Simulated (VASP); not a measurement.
# AlRu (Pm-3m) in VASP: further runs

Runs on AlRu. Level: LDA. Tasks: single point.

Program: VASP 6.6.1. These are calculated values, not measurements. Logs are shortened: lines on timing, memory, paths and dates and some standing lists are left out, and cuts for length are marked.

**1. The cell of the first run**

It takes space group Pm-3m (No. 221, cubic). Conventional cell: a = 2.982 Å, b = 2.982 Å, c = 2.982 Å, α = 90.00°, β = 90.00°, γ = 90.00°. Within 3.4 Å of Al (site symmetry m-3m) lie 8 Ru at 2.58 Å and 6 Al at 2.98 Å. Ru (site symmetry m-3m) has 8 Al at 2.58 Å and 6 Ru at 2.98 Å within 3.4 Å.

**2. Single point, LDA**

File INCAR:

```
SYSTEM = AlRu
PREC = Accurate ; ENCUT = 520
EDIFF = 1E-6 ; ISMEAR = 0
SIGMA = 0.1 ; LREAL = .False.
LASPH = .True. ; NELM = 100
ALGO = Normal ; ISIF = 2
LWAVE = .False. ; LCHARG = .False.
NBANDS = 16
```

File KPOINTS:

```
Automatic mesh
0
Gamma
  6 6 6
  0 0 0
```

File POSCAR:

```
AlRu
1.0
    2.9824954400      0.0000000000      0.0000000000
    0.0000000000      2.9824954400      0.0000000000
    0.0000000000      0.0000000000      2.9824954400
Al Ru
1 1
Direct
    0.0000000000      0.0000000000      0.0000000000
    0.5000000000      0.5000000000      0.5000000000
```

Potentials or basis: VASP PAW LDA potentials, release 64 (Al, Ru_pv).

Launch:

```
> cat potpaw_LDA.64/Al/POTCAR potpaw_LDA.64/Ru_pv/POTCAR > POTCAR
> mpirun -np 1 vasp_std > vasp.out
```

OUTCAR:

```text
SYSTEM = AlRu
   PREC = Accurate
   ENCUT = 520
   EDIFF = 1E-6
   ISMEAR = 0
   LREAL = .False.
   LASPH = .True.
   NELM = 100
   ISIF = 2

 ion  position               nearest neighbor table
   1  0.000  0.000  0.000-   2 2.58   2 2.58   2 2.58   2 2.58   2 2.58   2 2.58   2 2.58   2 2.58

   2  0.500  0.500  0.500-   1 2.58   1 2.58   1 2.58   1 2.58   1 2.58   1 2.58   1 2.58   1 2.58

  LATTYP: Found a simple cubic cell.
 ALAT       =     2.9824954400

  Lattice vectors:

 A1 = (   2.9824954400,   0.0000000000,   0.0000000000)
 A2 = (   0.0000000000,   2.9824954400,   0.0000000000)
 A3 = (   0.0000000000,   0.0000000000,   2.9824954400)

Analysis of symmetry for initial positions (statically):
=====================================================================
 Subroutine PRICEL returns:
 Original cell was already a primitive cell.

 Routine SETGRP: Setting up the symmetry group for a
 simple cubic supercell.

 Subroutine GETGRP returns: Found 48 space group operations
 (whereof 48 operations were pure point group operations)
 out of a pool of 48 trial point group operations.

The static configuration has the point symmetry O_h .

Analysis of symmetry for dynamics (positions and initial velocities):
=====================================================================
 Subroutine PRICEL returns:
 Original cell was already a primitive cell.

 Routine SETGRP: Setting up the symmetry group for a
 simple cubic supercell.

 Subroutine GETGRP returns: Found 48 space group operations
 (whereof 48 operations were pure point group operations)
 out of a pool of 48 trial point group operations.

The dynamic configuration has the point symmetry O_h .

 Subroutine INISYM returns: Found 48 space group operations
 (whereof 48 operations are pure point group operations),
 and found     1 'primitive' translations

----------------------------------------------------------------------------------------

                                     Primitive cell

  volume of cell :      26.5301

  direct lattice vectors                    reciprocal lattice vectors
     2.982495440  0.000000000  0.000000000     0.335289700  0.000000000  0.000000000
     0.000000000  2.982495440  0.000000000     0.000000000  0.335289700  0.000000000
     0.000000000  0.000000000  2.982495440     0.000000000  0.000000000  0.335289700

  length of vectors
     2.982495440  2.982495440  2.982495440     0.335289700  0.335289700  0.335289700

  position of ions in fractional coordinates (direct lattice)
     0.000000000  0.000000000  0.000000000
     0.500000000  0.500000000  0.500000000

  ion indices of the primitive-cell ions
   primitive index   ion index
                 1           1
                 2           2

----------------------------------------------------------------------------------------

 KPOINTS: Automatic mesh

Automatic generation of k-mesh.
 Grid dimensions read from file:
 generate k-points for:    6    6    6

 Generating k-lattice:

  Cartesian coordinates                     Fractional coordinates (reciprocal lattice)
     0.055881617  0.000000000  0.000000000     0.166666667  0.000000000  0.000000000
     0.000000000  0.055881617  0.000000000     0.000000000  0.166666667  0.000000000
     0.000000000  0.000000000  0.055881617     0.000000000  0.000000000  0.166666667

  Length of vectors
     0.055881617  0.055881617  0.055881617

  Shift w.r.t. Gamma in fractional coordinates (k-lattice)
     0.000000000  0.000000000  0.000000000

 Subroutine IBZKPT returns following result:
 ===========================================

 Found     20 irreducible k-points:

 Following reciprocal coordinates:
            Coordinates               Weight
  0.000000  0.000000  0.000000      1.000000
  0.166667  0.000000  0.000000      6.000000
  0.333333  0.000000  0.000000      6.000000
  0.500000  0.000000  0.000000      3.000000
  0.166667  0.166667  0.000000     12.000000
  0.333333  0.166667  0.000000     24.000000
[... 12 lines left out ...]
  0.500000  0.500000  0.333333      6.000000
  0.500000  0.500000  0.500000      1.000000
   k-points           NKPTS =     20   k-points in BZ     NKDIM =     20   number of bands    NBANDS=     16
   number of dos      NEDOS =    301   number of ions     NIONS =      2
   total plane-waves  NPLWV =  13824
   dimension x,y,z NGX =    24 NGY =   24 NGZ =   24
   dimension x,y,z NGXF=    48 NGYF=   48 NGZF=   48
   ions per type =               1   1
   NGX,Y,Z   is equivalent  to a cutoff of  13.38, 13.38, 13.38 a.u.
   NGXF,Y,Z  is equivalent  to a cutoff of  26.76, 26.76, 26.76 a.u.
 SYSTEM =  AlRu
   PREC   = accura    normal or accurate (medium, high low for compatibility)
   ISTART =      0    job   : 0-new  1-cont  2-samecut
   ICHARG =      2    charge: 1-file 2-atom 10-const
   ISPIN  =      1    spin polarized calculation?
   LNONCOLLINEAR =      F non collinear calculations
   LSORBIT =      F    spin-orbit coupling
   LASPH  =      T    aspherical Exc in radial PAW
   ENCUT  =  520.0 eV  38.22 Ry    6.18 a.u.   5.55  5.55  5.55*2*pi/ulx,y,z
   NELM   =    100;   NELMIN=  2; NELMDL= -5     # of ELM steps
   EDIFF  = 0.1E-05   stopping-criterion for ELM
   LREAL  =      F    real-space projection
   EDIFFG = 0.1E-04   stopping-criterion for IOM
   NSW    =      0    number of steps for IOM
   IBRION =     -1    ionic relax: 0-MD 1-quasi-New 2-CG
   NFREE  =      0    steps in history (QN), initial steepest desc. (CG)
   ISIF   =      2    stress and relaxation
   ISYM   =      2    0-nonsym 1-usesym 2-fastsym
   POTIM  = 0.5000    time-step for ionic-motion
   TEBEG  =    0.0;   TEEND  =   0.0 temperature during run
   PSTRESS=    0.0 pullay stress
   NELECT =      17.0000    total number of electrons
   NUPDOWN=      -1.0000    fix difference up-down
   EMIN   =  10.00;   EMAX   =-10.00  energy-range for DOS
   EFERMI =   0.00;   METHOD = LEGACY
   ISMEAR =     0;   SIGMA  =   0.10  broadening in eV -4-tet -1-fermi 0-gaus
   EFERMI_NEDOS =   21; number of points for ismear=-14 and -15
   IALGO  =     38    algorithm
   IMIX   =      4    mixing-type and parameters
     AMIX     =   0.40;   BMIX     =  1.00
     AMIX_MAG =   1.60;   BMIX_MAG =  1.00
  volume/ion in A,a.u.               =      13.27        89.52
  Fermi-wavevector in a.u.,A,eV,Ry     =   1.411382  2.667126 27.102807  1.992000
  Thomas-Fermi vector in A             =   2.533239
   LORBIT       =      0    0 simple, 1 ext, 2 COOP (PROOUT), +10 PAW based schemes
   GGA     = CA    functional components
   LHFCALC =     F    Hartree Fock is set to
   AEXX    =    0.0000 exact exchange contribution
   IVDW    =     0    specifies the selected vdW correction
   LEPSILON=     F    determine dielectric tensor
   LRPA    =     F    only Hartree local field effects (RPA)
 non-spin polarized calculation
 Gauss-broadening in eV      SIGMA  =   0.10
  energy-cutoff  :      520.00
  volume of cell :       26.53
 maximum number of plane-waves:       739
 NGX is ok and might be reduce to    24
   NGX = 11   NGY = 11   NGZ = 11

 number of electron      16.9999995 magnetization

 Free energy of the ion-electron system (eV)
  ---------------------------------------------------
  ext. energy  EPLUGINS =         0.00000000
  ---------------------------------------------------
  free energy    TOTEN  =       -16.17636259 eV

  energy without entropy =      -16.16394155  energy(sigma->0) =      -16.17015207

 E-fermi :  10.5093     XC(G=0): -12.8418

 val. band max:       10.4450999831   @ k =   0.1667   0.1667   0.0000
 cond. band min:      10.5106487897   @ k =   0.3333   0.1667   0.0000
 fundamental gap:      0.0655488066
 Fermi energy:        10.5093164193

 k-point     1 :       0.0000    0.0000    0.0000
  band No.  band energies     occupation
      1     -30.9427      2.00000
      2     -30.9427      2.00000
      3     -30.9427      2.00000
      4       0.9290      2.00000
      5       7.0121      2.00000
      6       7.0121      2.00000
[... 8 lines left out ...]
     15      22.2689      0.00000
     16      25.7210      0.00000

 k-point     2 :       0.1667    0.0000    0.0000
  band No.  band energies     occupation
      1     -30.9984      2.00000
      2     -30.9380      2.00000
      3     -30.9380      2.00000
      4       1.4584      2.00000
      5       7.1524      2.00000
      6       7.1916      2.00000
[... 8 lines left out ...]
     15      22.9861      0.00000
     16      27.4798      0.00000

 k-point     3 :       0.3333    0.0000    0.0000
  band No.  band energies     occupation
      1     -31.1085      2.00000
      2     -30.9286      2.00000
      3     -30.9286      2.00000
      4       2.9170      2.00000
      5       6.7545      2.00000
      6       7.5906      2.00000
[... 8 lines left out ...]
     15      23.7905      0.00000
     16      25.6065      0.00000

 k-point     4 :       0.5000    0.0000    0.0000
  band No.  band energies     occupation
      1     -31.1629      2.00000
      2     -30.9239      2.00000
      3     -30.9239      2.00000
      4       4.7620      2.00000
      5       5.1592      2.00000
      6       7.8156      2.00000
[... 8 lines left out ...]
     15      23.3894      0.00000
     16      23.3894      0.00000
[... 248 lines left out ...]
 k-point    18 :       0.5000    0.3333    0.3333
  band No.  band energies     occupation
      1     -31.1230      2.00000
      2     -31.0666      2.00000
      3     -31.0643      2.00000
      4       5.4184      2.00000
      5       6.5423      2.00000
      6       6.6531      2.00000
[... 8 lines left out ...]
     15      21.8823      0.00000
     16      22.2702      0.00000

 k-point    19 :       0.5000    0.5000    0.3333
  band No.  band energies     occupation
      1     -31.1167      2.00000
      2     -31.1167      2.00000
      3     -31.0597      2.00000
      4       5.5216      2.00000
      5       6.3828      2.00000
      6       6.3828      2.00000
[... 8 lines left out ...]
     15      20.6880      0.00000
     16      22.2678      0.00000

 k-point    20 :       0.5000    0.5000    0.5000
  band No.  band energies     occupation
      1     -31.1107      2.00000
      2     -31.1107      2.00000
      3     -31.1107      2.00000
      4       5.9592      2.00000
      5       5.9592      2.00000
      6       5.9592      2.00000
[... 8 lines left out ...]
     15      19.2843      0.00000
     16      22.2465      0.00000

------------------------ aborting loop because EDIFF is reached ----------------------------------------

  FORCE on cell =-STRESS in cart. coord.  units (eV):
  Direction    XX          YY          ZZ          XY          YZ          ZX
  --------------------------------------------------------------------------------------
  -------------------------------------------------------------------------------------
  Total       -0.9721490     -0.9721490     -0.9721490      0.0000000      0.0000000     -0.0000000
  in kB      -58.7089145    -58.7089145    -58.7089145      0.0000000      0.0000000     -0.0000000
  external PRESSURE =     -58.7089145 kB  Pullay stress =       0.0000000 kB

 VOLUME and BASIS-vectors are now :
 -----------------------------------------------------------------------------
  energy-cutoff  :      520.00
  volume of cell :       26.53
      direct lattice vectors                 reciprocal lattice vectors
     2.982495440  0.000000000  0.000000000     0.335289700  0.000000000  0.000000000
     0.000000000  2.982495440  0.000000000     0.000000000  0.335289700  0.000000000
     0.000000000  0.000000000  2.982495440     0.000000000  0.000000000  0.335289700

 POSITION                                       TOTAL-FORCE (eV/Angst)
 -----------------------------------------------------------------------------------
      0.00000      0.00000      0.00000         0.000000      0.000000      0.000000
      1.49125      1.49125      1.49125         0.000000      0.000000      0.000000
 -----------------------------------------------------------------------------------
    total drift:                                0.000000     -0.000000     -0.000000

  FREE ENERGIE OF THE ION-ELECTRON SYSTEM (eV)
  ---------------------------------------------------
  free  energy   TOTEN  =       -16.1763625884 eV

  energy  without entropy=      -16.1639415550  energy(sigma->0) =      -16.17015207
```

Run time: 9.5 s. Hardware: 1 thread of AMD EPYC 7R13, shared host; peak memory 0.1 GiB.

What came out:

```
Free energy            : -16.1764 eV
Pressure               : -5.9 GPa
Band gap on the k mesh : zero (an odd number of electrons rules out a gap without spin polarisation)
```

Caveat: the cell stands under tension.

**3. Single point, LDA**

This run uses another cell than the first one, of 12.88 Å³/atom.

File INCAR:

```
PREC = Accurate ; ENCUT = 520
EDIFF = 1E-6 ; ISMEAR = 0
SIGMA = 0.1 ; LREAL = F
LASPH = T ; NELM = 100
ALGO = Fast ; ISIF = 2
LWAVE = F ; LCHARG = F
GGA = CA ; NBANDS = 16
```

File KPOINTS:

```
regular mesh
0
Gamma
  20 20 20
```

File POSCAR:

```
AlRu
1.0
    2.9537243640      0.0000000000      0.0000000000
    0.0000000000      2.9537243640      0.0000000000
    0.0000000000      0.0000000000      2.9537243640
Al Ru
1 1
Direct
    0.0000000000      0.0000000000      0.0000000000
    0.5000000000      0.5000000000      0.5000000000
```

Potentials or basis: VASP PAW LDA potentials, release 64 (Al, Ru_pv).

Launch:

```
> cat potpaw_LDA.64/Al/POTCAR potpaw_LDA.64/Ru_pv/POTCAR > POTCAR
> mpirun -np 1 vasp_std > vasp.out
```

Run time: 2.9 min. Hardware: 1 thread of AMD EPYC 7R13, shared host; peak memory 0.19 GiB.

It converged, with:

| Quantity | Value |
| --- | --- |
| Free energy | -16.1855 eV |
| Pressure | 0.5 GPa |
| Band gap on the k mesh | zero (an odd number of electrons rules out a gap without spin polarisation) |

Levels at points of the mesh, in eV from the Fermi level:
```csv
k point,band 5,band 6,band 7,band 8,band 9,band 10,band 11,band 12,band 13,band 14
"(0.00, 0.00, 0.00)",-3.80,-3.80,0.21,0.21,0.21,6.22,6.22,6.22,11.27,11.27
"(0.50, 0.00, 0.00)",-5.52,-2.96,-1.68,-1.68,0.48,2.42,7.48,11.19,11.19,13.15
"(0.50, 0.50, 0.00)",-3.24,-1.35,-1.35,-1.23,-1.23,1.62,5.53,6.63,10.78,11.68
"(0.50, 0.50, 0.50)",-4.83,-4.83,1.72,1.72,2.73,4.24,4.24,4.24,8.95,8.95
```

**4. Single point, LDA**

This run uses another cell than the first one, of 12.91 Å³/atom.

File INCAR:

```
  PREC = Accurate
  ENCUT = 520
  EDIFF = 1E-6
  ISMEAR = -1
  SIGMA = 0.15
  LREAL = F
  LASPH = T
  NELM = 60
  ALGO = Normal
  ISIF = 2
  LWAVE = F
  LCHARG = F
  NBANDS = 16
```

KPOINTS is that of step 3.

File POSCAR:

```
AlRu
1.0
    2.9555153368      0.0000000000      0.0000000000
    0.0000000000      2.9555153368      0.0000000000
    0.0000000000      0.0000000000      2.9555153368
Al Ru
1 1
Direct
    0.0000000000      0.0000000000      0.0000000000
    0.5000000000      0.5000000000      0.5000000000
```

Launch:

```
> cat potpaw_LDA.64/Al/POTCAR potpaw_LDA.64/Ru_pv/POTCAR > POTCAR
> mpirun -np 1 vasp_std > vasp.out
```

It took 2.5 min on 1 thread of AMD EPYC 7R13, shared host; peak memory 0.19 GiB.

It converged, with:

```yaml
Free_energy: -16.2374 eV
Pressure: 0.6 GPa
Band_gap_on_the_k_mesh: zero (an odd number of electrons rules out a gap without spin polarisation)
```

Levels at points of the mesh, in eV from the Fermi level:
| k point | band 6 | band 7 | band 8 | band 9 | band 10 | band 11 | band 12 | band 13 |
| --- | --- | --- | --- | --- | --- | --- | --- | --- |
| (0.00, 0.00, 0.00) | -3.83 | 0.16 | 0.16 | 0.16 | 6.17 | 6.17 | 6.17 | 11.22 |
| (0.50, 0.00, 0.00) | -2.99 | -1.72 | -1.72 | 0.44 | 2.37 | 7.44 | 11.14 | 11.14 |
| (0.50, 0.50, 0.00) | -1.40 | -1.40 | -1.27 | -1.27 | 1.57 | 5.48 | 6.57 | 10.72 |
| (0.50, 0.50, 0.50) | -4.87 | 1.67 | 1.67 | 2.67 | 4.19 | 4.19 | 4.19 | 8.89 |

**5. Overview**

```csv
cell,k mesh,smearing,gap on the mesh (eV),pressure (GPa)
"a = 2.982 Å, 2 atoms",6 × 6 × 6,gaussian 0.1 eV,none,-5.9
"a = 2.954 Å, 2 atoms",20 × 20 × 20,gaussian 0.1 eV,none,0.5
"a = 2.956 Å, 2 atoms",20 × 20 × 20,fermi-dirac 0.15 eV,none,0.6
```

Alike in all rows: task single point; level LDA; potentials or basis VASP PAW LDA potentials, release 64 (Al, Ru_pv); no spin polarisation; cutoff (eV) 520.

Caveats: the cell stands under tension (at least some runs).

Absolute energies hang on the potentials; compare differences alone.

The gap in the log of VASP goes by the Fermi energy; the results here count the filled bands.